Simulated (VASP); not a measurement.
# SiC (Moissanite) (P6_3mc) in VASP: single point with LDA

Aim: the single point of SiC (Moissanite) with LDA.

Everything below comes from runs of VASP 6.6.1. Logs are shortened: lines on timing, memory, paths and dates and some standing lists are left out, and cuts for length are marked.

### 1 The cell of the first run

It takes space group P6_3mc (No. 186, hexagonal). Conventional cell: a = 3.076 Å, b = 3.076 Å, c = 5.048 Å, α = 90.00°, β = 90.00°, γ = 120.00°. Within 2.5 Å of Si (site symmetry 3m) lie 4 C at 1.87 to 1.94 Å. Within 2.5 Å of C (site symmetry 3m) lie 4 Si at 1.87 to 1.94 Å.

### 2 Single point, LDA

Input file INCAR:

```
SYSTEM = SiC
PREC = Accurate ; ENCUT = 600
EDIFF = 1E-6 ; ISMEAR = 0
SIGMA = 0.01 ; LREAL = .FALSE.
LASPH = .TRUE. ; NELM = 120
ALGO = Normal ; ISIF = 2
LWAVE = .FALSE. ; LCHARG = .FALSE.
NBANDS = 16 ; GGA_COMPAT = .FALSE.
```

Input file KPOINTS:

```
regular mesh
0
G
  7 7 4
  0 0 0
```

Input file POSCAR:

```
SiC
1.0
    3.0760000000      0.0000000000      0.0000000000
   -1.5380000000      2.6638940000      0.0000000000
    0.0000000000      0.0000000000      5.0480000000
Si C
2 2
Direct
    0.3333333333      0.6666666667      0.0000000000
    0.6666666667      0.3333333333      0.5000000000
    0.3333333333      0.6666666667      0.3850000000
    0.6666666667      0.3333333333      0.8850000000
```

Potentials or basis: VASP PAW LDA potentials, release 64 (Si, C).

Launch:

```
cat potpaw_LDA.64/Si/POTCAR potpaw_LDA.64/C/POTCAR > POTCAR
mpirun -np 1 vasp_std > vasp.out
```

OUTCAR:

```text
SYSTEM = SiC
   PREC = Accurate
   ENCUT = 600
   EDIFF = 1E-6
   ISMEAR = 0
   LREAL = .FALSE.
   LASPH = .TRUE.
   NELM = 120
   ISIF = 2

 ion  position               nearest neighbor table
   1  0.333  0.667  0.000-   4 1.87   4 1.87   4 1.87   3 1.94   2 3.09   2 3.09   2 3.09   2 3.09
                             2 3.09   2 3.09
   2  0.667  0.333  0.500-   3 1.87   3 1.87   3 1.87   4 1.94   1 3.09   1 3.09   1 3.09   1 3.09
                             1 3.09   1 3.09
   3  0.333  0.667  0.385-   2 1.87   2 1.87   2 1.87   1 1.94
   4  0.667  0.333  0.885-   1 1.87   1 1.87   1 1.87   2 1.94

  LATTYP: Found a hexagonal cell.
 ALAT       =     3.0760000000
 C/A-ratio  =     1.6410923277

  Lattice vectors:

 A1 = (   3.0760000000,   0.0000000000,   0.0000000000)
 A2 = (  -1.5380000000,   2.6638940000,   0.0000000000)
 A3 = (   0.0000000000,   0.0000000000,   5.0480000000)

Analysis of symmetry for initial positions (statically):
=====================================================================
 Subroutine PRICEL returns:
 Original cell was already a primitive cell.

 Routine SETGRP: Setting up the symmetry group for a
 hexagonal supercell.

 Subroutine GETGRP returns: Found 12 space group operations
 (whereof  6 operations were pure point group operations)
 out of a pool of 24 trial point group operations.

The static configuration has the point symmetry C_3v.
 The point group associated with its full space group is C_6v.

Analysis of symmetry for dynamics (positions and initial velocities):
=====================================================================
 Subroutine PRICEL returns:
 Original cell was already a primitive cell.

 Routine SETGRP: Setting up the symmetry group for a
 hexagonal supercell.

 Subroutine GETGRP returns: Found 12 space group operations
 (whereof  6 operations were pure point group operations)
 out of a pool of 24 trial point group operations.

The dynamic configuration has the point symmetry C_3v.
 The point group associated with its full space group is C_6v.

 Subroutine INISYM returns: Found 12 space group operations
 (whereof  6 operations are pure point group operations),
 and found     1 'primitive' translations

----------------------------------------------------------------------------------------

                                     Primitive cell

  volume of cell :      41.3640

  direct lattice vectors                    reciprocal lattice vectors
     3.076000000  0.000000000  0.000000000     0.325097529  0.187695156  0.000000000
    -1.538000000  2.663894000  0.000000000     0.000000000  0.375390312  0.000000000
     0.000000000  0.000000000  5.048000000     0.000000000  0.000000000  0.198098257

  length of vectors
     3.076000000  3.075999877  5.048000000     0.375390297  0.375390312  0.198098257

  position of ions in fractional coordinates (direct lattice)
     0.333333333  0.666666667  0.000000000
     0.666666667  0.333333333  0.500000000
     0.333333333  0.666666667  0.385000000
     0.666666667  0.333333333  0.885000000

  ion indices of the primitive-cell ions
   primitive index   ion index
                 1           1
                 2           2
                 3           3
                 4           4

----------------------------------------------------------------------------------------

 KPOINTS: regular mesh

Automatic generation of k-mesh.
 Grid dimensions read from file:
 generate k-points for:    7    7    4

 Generating k-lattice:

  Cartesian coordinates                     Fractional coordinates (reciprocal lattice)
     0.046442504  0.026813594  0.000000000     0.142857143  0.000000000  0.000000000
     0.000000000  0.053627187  0.000000000     0.000000000  0.142857143  0.000000000
     0.000000000  0.000000000  0.049524564     0.000000000  0.000000000  0.250000000

  Length of vectors
     0.053627185  0.053627187  0.049524564

  Shift w.r.t. Gamma in fractional coordinates (k-lattice)
     0.000000000  0.000000000  0.000000000

 Subroutine IBZKPT returns following result:
 ===========================================

 Found     24 irreducible k-points:

 Following reciprocal coordinates:
            Coordinates               Weight
  0.000000  0.000000  0.000000      1.000000
  0.142857  0.000000  0.000000      6.000000
  0.285714  0.000000  0.000000      6.000000
  0.428571  0.000000  0.000000      6.000000
  0.142857  0.142857  0.000000      6.000000
  0.285714  0.142857  0.000000     12.000000
[... 16 lines left out ...]
  0.428571  0.142857  0.500000      6.000000
  0.285714  0.285714  0.500000      6.000000
   k-points           NKPTS =     24   k-points in BZ     NKDIM =     24   number of bands    NBANDS=     16
   number of dos      NEDOS =    301   number of ions     NIONS =      4
   total plane-waves  NPLWV =  31360
   dimension x,y,z NGX =    28 NGY =   28 NGZ =   40
   dimension x,y,z NGXF=    56 NGYF=   56 NGZF=   80
   ions per type =               2   2
   NGX,Y,Z   is equivalent  to a cutoff of  15.13, 15.13, 13.17 a.u.
   NGXF,Y,Z  is equivalent  to a cutoff of  30.27, 30.27, 26.35 a.u.
 SYSTEM =  SiC
   PREC   = accura    normal or accurate (medium, high low for compatibility)
   ISTART =      0    job   : 0-new  1-cont  2-samecut
   ICHARG =      2    charge: 1-file 2-atom 10-const
   ISPIN  =      1    spin polarized calculation?
   LNONCOLLINEAR =      F non collinear calculations
   LSORBIT =      F    spin-orbit coupling
   LASPH  =      T    aspherical Exc in radial PAW
   ENCUT  =  600.0 eV  44.10 Ry    6.64 a.u.   6.14  6.14 10.08*2*pi/ulx,y,z
   NELM   =    120;   NELMIN=  2; NELMDL= -5     # of ELM steps
   EDIFF  = 0.1E-05   stopping-criterion for ELM
   LREAL  =      F    real-space projection
   EDIFFG = 0.1E-04   stopping-criterion for IOM
   NSW    =      0    number of steps for IOM
   IBRION =     -1    ionic relax: 0-MD 1-quasi-New 2-CG
   NFREE  =      0    steps in history (QN), initial steepest desc. (CG)
   ISIF   =      2    stress and relaxation
   ISYM   =      2    0-nonsym 1-usesym 2-fastsym
   POTIM  = 0.5000    time-step for ionic-motion
   TEBEG  =    0.0;   TEEND  =   0.0 temperature during run
   PSTRESS=    0.0 pullay stress
   NELECT =      16.0000    total number of electrons
   NUPDOWN=      -1.0000    fix difference up-down
   EMIN   =  10.00;   EMAX   =-10.00  energy-range for DOS
   EFERMI =   0.00;   METHOD = LEGACY
   ISMEAR =     0;   SIGMA  =   0.01  broadening in eV -4-tet -1-fermi 0-gaus
   EFERMI_NEDOS =   21; number of points for ismear=-14 and -15
   IALGO  =     38    algorithm
   IMIX   =      4    mixing-type and parameters
     AMIX     =   0.40;   BMIX     =  1.00
     AMIX_MAG =   1.60;   BMIX_MAG =  1.00
  volume/ion in A,a.u.               =      10.34        69.78
  Fermi-wavevector in a.u.,A,eV,Ry     =   1.192817  2.254098 19.358550  1.422813
  Thomas-Fermi vector in A             =   2.328847
   LORBIT       =      0    0 simple, 1 ext, 2 COOP (PROOUT), +10 PAW based schemes
   GGA     = CA    functional components
   LHFCALC =     F    Hartree Fock is set to
   AEXX    =    0.0000 exact exchange contribution
   IVDW    =     0    specifies the selected vdW correction
   LEPSILON=     F    determine dielectric tensor
   LRPA    =     F    only Hartree local field effects (RPA)
 non-spin polarized calculation
 Gauss-broadening in eV      SIGMA  =   0.01
  energy-cutoff  :      600.00
  volume of cell :       41.36
 maximum number of plane-waves:      1396
 NGX is ok and might be reduce to    28
   NGX = 13   NGY = 13   NGZ = 21

 number of electron      16.0000001 magnetization

 Free energy of the ion-electron system (eV)
  ---------------------------------------------------
  ext. energy  EPLUGINS =         0.00000000
  ---------------------------------------------------
  free energy    TOTEN  =       -33.23375480 eV

  energy without entropy =      -33.23375480  energy(sigma->0) =      -33.23375480

 E-fermi :   8.4863     XC(G=0): -11.5493

 val. band max:        8.3596143536   @ k =   0.0000   0.0000   0.0000
 cond. band min:      10.8724743737   @ k =   0.2857   0.2857   0.0000
 fundamental gap:      2.5128600201
 Fermi energy:         8.4863266228

 k-point     1 :       0.0000    0.0000    0.0000
  band No.  band energies     occupation
      1      -7.2726      2.00000
      2      -3.7204      2.00000
      3      -0.3514      2.00000
      4       6.8079      2.00000
      5       6.8079      2.00000
      6       8.0873      2.00000
[... 8 lines left out ...]
     15      16.9569      0.00000
     16      19.5264      0.00000

 k-point     2 :       0.1429    0.0000    0.0000
  band No.  band energies     occupation
      1      -6.9181      2.00000
      2      -3.4163      2.00000
      3      -0.0243      2.00000
      4       5.1129      2.00000
      5       6.2726      2.00000
      6       6.9047      2.00000
[... 8 lines left out ...]
     15      17.7601      0.00000
     16      17.8025      0.00000

 k-point     3 :       0.2857    0.0000    0.0000
  band No.  band energies     occupation
      1      -5.8851      2.00000
      2      -2.6018      2.00000
      3       0.8002      2.00000
      4       2.4182      2.00000
      5       4.5694      2.00000
      6       5.4119      2.00000
[... 8 lines left out ...]
     15      18.3958      0.00000
     16      19.3837      0.00000

 k-point     4 :       0.4286    0.0000    0.0000
  band No.  band energies     occupation
      1      -4.3702      2.00000
      2      -2.1681      2.00000
      3       0.3221      2.00000
      4       2.2897      2.00000
      5       2.6183      2.00000
      6       4.8851      2.00000
[... 8 lines left out ...]
     15      18.8514      0.00000
     16      20.2315      0.00000
[... 324 lines left out ...]
 k-point    22 :       0.2857    0.1429    0.5000
  band No.  band energies     occupation
      1      -3.8313      2.00000
      2      -3.8313      2.00000
      3       1.4807      2.00000
      4       1.4807      2.00000
      5       4.5960      2.00000
      6       4.5960      2.00000
[... 8 lines left out ...]
     15      19.0342      0.00000
     16      19.0342      0.00000

 k-point    23 :       0.4286    0.1429    0.5000
  band No.  band energies     occupation
      1      -2.8278      2.00000
      2      -2.8278      2.00000
      3       0.0817      2.00000
      4       0.0817      2.00000
      5       4.2229      2.00000
      6       4.2229      2.00000
[... 8 lines left out ...]
     15      20.6394      0.00000
     16      20.6394      0.00000

 k-point    24 :       0.2857    0.2857    0.5000
  band No.  band energies     occupation
      1      -2.6857      2.00000
      2      -2.6857      2.00000
      3       0.5883      2.00000
      4       0.5883      2.00000
      5       2.8792      2.00000
      6       2.8792      2.00000
[... 8 lines left out ...]
     15      18.9602      0.00000
     16      18.9602      0.00000

------------------------ aborting loop because EDIFF is reached ----------------------------------------

  FORCE on cell =-STRESS in cart. coord.  units (eV):
  Direction    XX          YY          ZZ          XY          YZ          ZX
  --------------------------------------------------------------------------------------
  -------------------------------------------------------------------------------------
  Total       -0.5969837     -0.5969836     -1.7136606      0.0000000      0.0000000      0.0000000
  in kB      -23.1233323    -23.1233299    -66.3762582      0.0000000      0.0000000      0.0000000
  external PRESSURE =     -37.5409735 kB  Pullay stress =       0.0000000 kB

 VOLUME and BASIS-vectors are now :
 -----------------------------------------------------------------------------
  energy-cutoff  :      600.00
  volume of cell :       41.36
      direct lattice vectors                 reciprocal lattice vectors
     3.076000000  0.000000000  0.000000000     0.325097529  0.187695156  0.000000000
    -1.538000000  2.663894000  0.000000000     0.000000000  0.375390312  0.000000000
     0.000000000  0.000000000  5.048000000     0.000000000  0.000000000  0.198098257

 POSITION                                       TOTAL-FORCE (eV/Angst)
 -----------------------------------------------------------------------------------
     -0.00000      1.77593      0.00000         0.000000      0.000000      0.731005
      1.53800      0.88796      2.52400        -0.000000     -0.000000      0.731005
     -0.00000      1.77593      1.94348         0.000000      0.000000     -0.731005
      1.53800      0.88796      4.46748        -0.000000     -0.000000     -0.731005
 -----------------------------------------------------------------------------------
    total drift:                               -0.000000      0.000000     -0.000159

  FREE ENERGIE OF THE ION-ELECTRON SYSTEM (eV)
  ---------------------------------------------------
  free  energy   TOTEN  =       -33.2337548020 eV

  energy  without entropy=      -33.2337548020  energy(sigma->0) =      -33.23375480
```

Wall time 8.2 s (1 thread of Intel Xeon 6975P-C (Granite Rapids), shared host); peak memory 0.15 GiB.

Results:

| Property | Result |
| --- | --- |
| Free energy | -33.2338 eV |
| Pressure | -3.8 GPa |
| Largest force | 0.731 eV/Å |
| Band gap on the k mesh | 2.51 eV, indirect (least direct gap 4.03 eV) |

Forces in eV/Å, atoms in the order of the input:
```
Si   0.000  0.000  0.731
Si   0.000  0.000  0.731
C    0.000  0.000 -0.731
C    0.000  0.000 -0.731
```

Stress tensor (GPa, compression positive):
```
-2.31  0.00  0.00
 0.00 -2.31  0.00
 0.00  0.00 -6.64
```

A k mesh can miss the band edges. Expect the measured gap to be larger: semilocal functionals such as LDA lack the derivative discontinuity.
